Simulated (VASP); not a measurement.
# TiCo (P-6m2) in VASP: further runs

TiCo is run at these levels: PBE; tasks: single point, relaxation of cell and atoms.

Everything below comes from runs of VASP 6.6.1. Logs are shortened: lines on timing, memory, paths and dates and some standing lists are left out, and cuts for length are marked.

### 1 The cell of the first run

Symmetry: P-6m2, No. 187, hexagonal system. Conventional cell: a = 3.420 Å, b = 3.420 Å, c = 2.578 Å, α = 90.00°, β = 90.00°, γ = 120.00°. Within 2.6 Å of Ti (site symmetry -6m2) lie 3 Co at 1.97 Å and 2 Ti at 2.58 Å. Within 2.6 Å of Co (site symmetry -6m2) lie 3 Ti at 1.97 Å and 2 Co at 2.58 Å.

### 2 Single point, PBE, collinear spin, ferromagnetic start

INCAR

```
SYSTEM = TiCo
PREC = Accurate ; ENCUT = 520
EDIFF = 1E-6 ; ISMEAR = 0
SIGMA = 0.1 ; LREAL = .False.
LASPH = .True. ; NELM = 150
ALGO = Normal ; ISIF = 2
LWAVE = .False. ; LCHARG = .False.
ISPIN = 2 ; MAGMOM = 0 3
LORBIT = 11 ; LMAXMIX = 4
GGA = PE ; NBANDS = 22
```

KPOINTS

```
regular mesh
0
Gamma
  6 6 6
  0 0 0
```

POSCAR

```
TiCo
1.0
    3.4195032600      0.0000000000      0.0000000000
   -1.7097516300      2.9613767000      0.0000000000
    0.0000000000      0.0000000000      2.5782803900
Ti Co
1 1
Direct
    0.3333333300      0.6666666700      0.5000000000
    0.0000000000      0.0000000000      0.5000000000
```

Potentials or basis: VASP PAW PBE potentials, release 64 (Ti_sv, Co).

Run with:

```bash
$ cat potpaw_PBE.64/Ti_sv/POTCAR potpaw_PBE.64/Co/POTCAR > POTCAR
$ mpirun -np 1 vasp_std > vasp.out
```

OUTCAR:

```text
SYSTEM = TiCo
   PREC = Accurate
   ENCUT = 520
   EDIFF = 1E-6
   ISMEAR = 0
   LREAL = .False.
   LASPH = .True.
   NELM = 150
   ISIF = 2
   ISPIN = 2
   LORBIT = 11
   GGA = PE

 ion  position               nearest neighbor table
   1  0.333  0.667  0.500-   2 1.97   2 1.97   2 1.97
   2  0.000  0.000  0.500-   1 1.97   1 1.97   1 1.97

  LATTYP: Found a hexagonal cell.
 ALAT       =     3.4195032600
 C/A-ratio  =     0.7539926691

  Lattice vectors:

 A1 = (   3.4195032600,   0.0000000000,   0.0000000000)
 A2 = (  -1.7097516300,   2.9613767000,   0.0000000000)
 A3 = (   0.0000000000,   0.0000000000,   2.5782803900)

Analysis of symmetry for initial positions (statically):
=====================================================================
 Subroutine PRICEL returns:
 Original cell was already a primitive cell.

 Routine SETGRP: Setting up the symmetry group for a
 hexagonal supercell.

 Subroutine GETGRP returns: Found 12 space group operations
 (whereof 12 operations were pure point group operations)
 out of a pool of 24 trial point group operations.

The static configuration has the point symmetry D_3h.

Analysis of symmetry for dynamics (positions and initial velocities):
=====================================================================
 Subroutine PRICEL returns:
 Original cell was already a primitive cell.

 Routine SETGRP: Setting up the symmetry group for a
 hexagonal supercell.

 Subroutine GETGRP returns: Found 12 space group operations
 (whereof 12 operations were pure point group operations)
 out of a pool of 24 trial point group operations.

The dynamic configuration has the point symmetry D_3h.

Analysis of structural, dynamic, and magnetic symmetry:
=====================================================================
 Subroutine PRICEL returns:
 Original cell was already a primitive cell.

 Routine SETGRP: Setting up the symmetry group for a
 hexagonal supercell.

 Subroutine GETGRP returns: Found 12 space group operations
 (whereof 12 operations were pure point group operations)
 out of a pool of 24 trial point group operations.

The overall configuration has the point symmetry D_3h.

 Subroutine INISYM returns: Found 12 space group operations
 (whereof 12 operations are pure point group operations),
 and found     1 'primitive' translations

----------------------------------------------------------------------------------------

                                     Primitive cell

  volume of cell :      26.1088

  direct lattice vectors                    reciprocal lattice vectors
     3.419503260  0.000000000  0.000000000     0.292440136  0.168840391  0.000000000
    -1.709751630  2.961376700  0.000000000     0.000000000  0.337680782  0.000000000
     0.000000000  0.000000000  2.578280390     0.000000000  0.000000000  0.387855411

  length of vectors
     3.419503260  3.419503267  2.578280390     0.337680783  0.337680782  0.387855411

  position of ions in fractional coordinates (direct lattice)
     0.333333330  0.666666670  0.500000000
     0.000000000  0.000000000  0.500000000

  ion indices of the primitive-cell ions
   primitive index   ion index
                 1           1
                 2           2

----------------------------------------------------------------------------------------

 KPOINTS: regular mesh

Automatic generation of k-mesh.
 Grid dimensions read from file:
 generate k-points for:    6    6    6

 Generating k-lattice:

  Cartesian coordinates                     Fractional coordinates (reciprocal lattice)
     0.048740023  0.028140065  0.000000000     0.166666667  0.000000000  0.000000000
     0.000000000  0.056280130  0.000000000     0.000000000  0.166666667  0.000000000
     0.000000000  0.000000000  0.064642568     0.000000000  0.000000000  0.166666667

  Length of vectors
     0.056280130  0.056280130  0.064642568

  Shift w.r.t. Gamma in fractional coordinates (k-lattice)
     0.000000000  0.000000000  0.000000000

 Subroutine IBZKPT returns following result:
 ===========================================

 Found     28 irreducible k-points:

 Following reciprocal coordinates:
            Coordinates               Weight
  0.000000  0.000000  0.000000      1.000000
  0.166667  0.000000  0.000000      6.000000
  0.333333  0.000000  0.000000      6.000000
  0.500000  0.000000  0.000000      3.000000
  0.166667  0.166667  0.000000      6.000000
  0.333333  0.166667  0.000000     12.000000
[... 16 lines left out ...]
  0.166667  0.000000  0.500000      6.000000
  0.333333  0.000000  0.500000      6.000000
 [... further k-points ...]
   k-points           NKPTS =     28   k-points in BZ     NKDIM =     28   number of bands    NBANDS=     22
   number of dos      NEDOS =    301   number of ions     NIONS =      2
   total plane-waves  NPLWV =  15680
   dimension x,y,z NGX =    28 NGY =   28 NGZ =   20
   dimension x,y,z NGXF=    56 NGYF=   56 NGZF=   40
   ions per type =               1   1
   NGX,Y,Z   is equivalent  to a cutoff of  13.61, 13.61, 12.90 a.u.
   NGXF,Y,Z  is equivalent  to a cutoff of  27.23, 27.23, 25.79 a.u.
 SYSTEM =  TiCo
   PREC   = accura    normal or accurate (medium, high low for compatibility)
   ISTART =      0    job   : 0-new  1-cont  2-samecut
   ICHARG =      2    charge: 1-file 2-atom 10-const
   ISPIN  =      2    spin polarized calculation?
   LNONCOLLINEAR =      F non collinear calculations
   LSORBIT =      F    spin-orbit coupling
   LASPH  =      T    aspherical Exc in radial PAW
   ENCUT  =  520.0 eV  38.22 Ry    6.18 a.u.   6.36  6.36  4.79*2*pi/ulx,y,z
   NELM   =    150;   NELMIN=  2; NELMDL= -5     # of ELM steps
   EDIFF  = 0.1E-05   stopping-criterion for ELM
   LREAL  =      F    real-space projection
   EDIFFG = 0.1E-04   stopping-criterion for IOM
   NSW    =      0    number of steps for IOM
   IBRION =     -1    ionic relax: 0-MD 1-quasi-New 2-CG
   NFREE  =      0    steps in history (QN), initial steepest desc. (CG)
   ISIF   =      2    stress and relaxation
   ISYM   =      2    0-nonsym 1-usesym 2-fastsym
   POTIM  = 0.5000    time-step for ionic-motion
   TEBEG  =    0.0;   TEEND  =   0.0 temperature during run
   PSTRESS=    0.0 pullay stress
   NELECT =      21.0000    total number of electrons
   NUPDOWN=      -1.0000    fix difference up-down
   EMIN   =  10.00;   EMAX   =-10.00  energy-range for DOS
   EFERMI =   0.00;   METHOD = LEGACY
   ISMEAR =     0;   SIGMA  =   0.10  broadening in eV -4-tet -1-fermi 0-gaus
   EFERMI_NEDOS =   21; number of points for ismear=-14 and -15
   IALGO  =     38    algorithm
   IMIX   =      4    mixing-type and parameters
     AMIX     =   0.40;   BMIX     =  1.00
     AMIX_MAG =   1.60;   BMIX_MAG =  1.00
  volume/ion in A,a.u.               =      13.05        88.10
  Fermi-wavevector in a.u.,A,eV,Ry     =   1.522483  2.877075 31.537666  2.317953
  Thomas-Fermi vector in A             =   2.631056
   LORBIT       =     11    0 simple, 1 ext, 2 COOP (PROOUT), +10 PAW based schemes
   GGA     = PE    functional components
   LHFCALC =     F    Hartree Fock is set to
   AEXX    =    0.0000 exact exchange contribution
   IVDW    =     0    specifies the selected vdW correction
   LEPSILON=     F    determine dielectric tensor
   LRPA    =     F    only Hartree local field effects (RPA)
 spin polarized calculation
 Gauss-broadening in eV      SIGMA  =   0.10
  energy-cutoff  :      520.00
  volume of cell :       26.11
 maximum number of plane-waves:       724
 NGX is ok and might be reduce to    28
   NGX = 13   NGY = 13   NGZ =  9

 number of electron      21.0000002 magnetization       0.0178022

 number of electron      21.0000002 magnetization      -0.2147818

 Free energy of the ion-electron system (eV)
  ---------------------------------------------------
  ext. energy  EPLUGINS =         0.00000000
  ---------------------------------------------------
  free energy    TOTEN  =       -12.24096917 eV

  energy without entropy =      -12.23428789  energy(sigma->0) =      -12.23762853

 E-fermi :  10.1410     XC(G=0): -12.3240

 val. band max:       10.0506325198   @ k =   0.1667   0.0000   0.0000
 cond. band min:      10.1648039453   @ k =   0.1667   0.0000   0.1667
 fundamental gap:      0.1141714255
 Fermi energy:        10.1410318950

 spin component 1

 k-point     1 :       0.0000    0.0000    0.0000
  band No.  band energies     occupation
      1     -46.5467      1.00000
      2     -23.0598      1.00000
      3     -23.0598      1.00000
      4     -22.1070      1.00000
      5       2.9250      1.00000
      6       6.2063      1.00000
[... 14 lines left out ...]
     21      25.0961      0.00000
     22      30.0310      0.00000

 k-point     2 :       0.1667    0.0000    0.0000
  band No.  band energies     occupation
      1     -46.5379      1.00000
      2     -23.0864      1.00000
      3     -23.0508      1.00000
      4     -22.1078      1.00000
      5       3.4532      1.00000
      6       6.4435      1.00000
[... 542 lines left out ...]
 k-point    24 :       0.3333    0.0000    0.5000
  band No.  band energies     occupation
      1     -46.3687      1.00000
      2     -23.1143      1.00000
      3     -23.0046      1.00000
      4     -22.9108      1.00000
      5       5.9901      1.00000
      6       6.0480      1.00000
[... 14 lines left out ...]
     21      26.2737      0.00000
     22      30.6402      0.00000

 [... further k-points ...]

 spin component 2

 k-point     1 :       0.0000    0.0000    0.0000
  band No.  band energies     occupation
      1     -46.6873      1.00000
      2     -23.1742      1.00000
      3     -23.1742      1.00000
      4     -22.2880      1.00000
      5       2.8584      1.00000
      6       6.0980      1.00000
[... 14 lines left out ...]
     21      25.0849      0.00000
     22      29.7470      0.00000

 k-point     2 :       0.1667    0.0000    0.0000
  band No.  band energies     occupation
      1     -46.6785      1.00000
      2     -23.2006      1.00000
      3     -23.1652      1.00000
      4     -22.2887      1.00000
      5       3.3827      1.00000
      6       6.3488      1.00000
[... 542 lines left out ...]
 k-point    24 :       0.3333    0.0000    0.5000
  band No.  band energies     occupation
      1     -46.5057      1.00000
      2     -23.3205      1.00000
      3     -23.1176      1.00000
      4     -23.0243      1.00000
      5       5.9460      1.00000
      6       6.0071      1.00000
[... 14 lines left out ...]
     21      26.2420      0.00000
     22      30.5887      0.00000

 [... further k-points ...]
[... 5 lines left out ...]
  --------------------------------------------------------------------------------------
  -------------------------------------------------------------------------------------
  Total       12.1040066     12.1040067     -0.1028637      0.0000000     -0.0000000     -0.0000000
  in kB      742.7675311    742.7675354     -6.3122745      0.0000000     -0.0000000     -0.0000000
  external PRESSURE =     493.0742640 kB  Pullay stress =       0.0000000 kB

 VOLUME and BASIS-vectors are now :
 -----------------------------------------------------------------------------
  energy-cutoff  :      520.00
  volume of cell :       26.11
      direct lattice vectors                 reciprocal lattice vectors
     3.419503260  0.000000000  0.000000000     0.292440136  0.168840391  0.000000000
    -1.709751630  2.961376700  0.000000000     0.000000000  0.337680782  0.000000000
     0.000000000  0.000000000  2.578280390     0.000000000  0.000000000  0.387855411

 POSITION                                       TOTAL-FORCE (eV/Angst)
 -----------------------------------------------------------------------------------
     -0.00000      1.97425      1.28914        -0.000000      0.000000      0.000000
      0.00000      0.00000      1.28914         0.000000     -0.000000      0.000000
 -----------------------------------------------------------------------------------
    total drift:                                0.000035     -0.000020      0.000000

  FREE ENERGIE OF THE ION-ELECTRON SYSTEM (eV)
  ---------------------------------------------------
  free  energy   TOTEN  =       -12.2409691710 eV

  energy  without entropy=      -12.2342878866  energy(sigma->0) =      -12.23762853

 total charge

# of ion       s       p       d       tot
------------------------------------------
    1        2.300   6.170   2.491  10.961
    2        0.621   0.461   7.801   8.883
--------------------------------------------------
tot          2.921   6.631  10.292  19.844

 magnetization (x)

# of ion       s       p       d       tot
------------------------------------------
    1       -0.012  -0.006  -0.148  -0.166
    2       -0.002  -0.005  -0.012  -0.019
--------------------------------------------------
tot         -0.014  -0.011  -0.161  -0.186
```

Run time: 23 s. Hardware: 1 thread of Intel Xeon Platinum 8488C (Sapphire Rapids), shared host; peak memory 0.16 GiB.

Results:

```yaml
Free_energy: -12.2410 eV
Pressure: 49.3 GPa
Net_moment: -0.21 μB per cell
Site_moments: Ti -0.17; Co -0.02 μB
Valence_electrons_inside_the_program's_atomic_spheres: Ti 10.96; Co 8.88
```

Stress tensor (GPa, compression positive):
```
74.28  0.00  0.00
 0.00 74.28  0.00
 0.00  0.00 -0.63
```

Levels at points of the mesh, in eV from the Fermi level:
Spin up:
| k point | band 8 | band 9 | band 10 | band 11 | band 12 | band 13 |
| --- | --- | --- | --- | --- | --- | --- |
| (0.00, 0.00, 0.00) | -2.46 | -1.87 | -1.87 | -0.40 | -0.40 | 0.13 |
| (0.50, 0.00, 0.00) | -2.19 | -2.12 | -1.74 | -1.63 | -0.57 | 2.69 |
| (0.00, 0.00, 0.50) | -2.17 | -2.17 | -1.63 | 0.56 | 0.56 | 1.14 |
| (0.50, 0.00, 0.50) | -3.35 | -1.87 | -1.79 | 1.23 | 2.03 | 3.41 |
Spin down:
| k point | band 6 | band 7 | band 8 | band 9 | band 10 | band 11 | band 12 | band 13 | band 14 | band 15 |
| --- | --- | --- | --- | --- | --- | --- | --- | --- | --- | --- |
| (0.00, 0.00, 0.00) | -4.04 | -2.47 | -2.47 | -1.89 | -1.89 | -0.48 | -0.48 | -0.20 | 3.39 | 3.39 |
| (0.50, 0.00, 0.00) | -4.18 | -3.61 | -2.24 | -2.14 | -1.87 | -1.76 | -0.78 | 2.63 | 2.94 | 3.73 |
| (0.00, 0.00, 0.50) | -3.58 | -3.58 | -2.18 | -2.18 | -1.71 | 0.46 | 0.46 | 1.05 | 1.05 | 1.49 |
| (0.50, 0.00, 0.50) | -4.29 | -4.25 | -3.38 | -1.91 | -1.85 | 1.14 | 1.95 | 3.32 | 3.99 | 4.91 |

Caveat: the k points lie up to 0.41 Å⁻¹ apart.

[end of part 1 of 2]
